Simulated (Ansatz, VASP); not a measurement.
# Two plane-wave programs on Ru

```
Ru
1.0
     2.67753    0.00000    0.00000
    -1.33877    2.31881    0.00000
     0.00000    0.00000    4.21813
Ru
2
Cartesian
  0.0000 1.5459 1.0545
  1.3388 0.7729 3.1636
```

Alike in both runs: task single point; functional LDA; k mesh 7 × 7 × 4; occupations fermi-dirac, width 0.1 eV; no spin polarisation.

|  | VASP | Ansatz |
| --- | --- | --- |
| version | VASP 6.6.1 | Ansatz 0.2.0 |
| potentials or method | VASP PAW LDA potentials, release 64 (Ru_sv), cutoff 560 eV | plane waves (420 eV) with PAW, scalar-relativistic |
| valence electrons in the cell | 32 | 32 |

|  | VASP | Ansatz | Ansatz less VASP |
| --- | --- | --- | --- |
| pressure (GPa) | 1.2 | 0.6 | -0.59 |
| traceless stress, the component that is largest in VASP (GPa) | -2.61 | -2.66 | -0.047 |

Ansatz warns that its potentials were made for another functional, while VASP's fit it. LDA's correlation is that of Perdew and Zunger in VASP and of Perdew and Wang (1992) in Ansatz.

The k mesh is coarse, so the values compare programs but aren't converged.
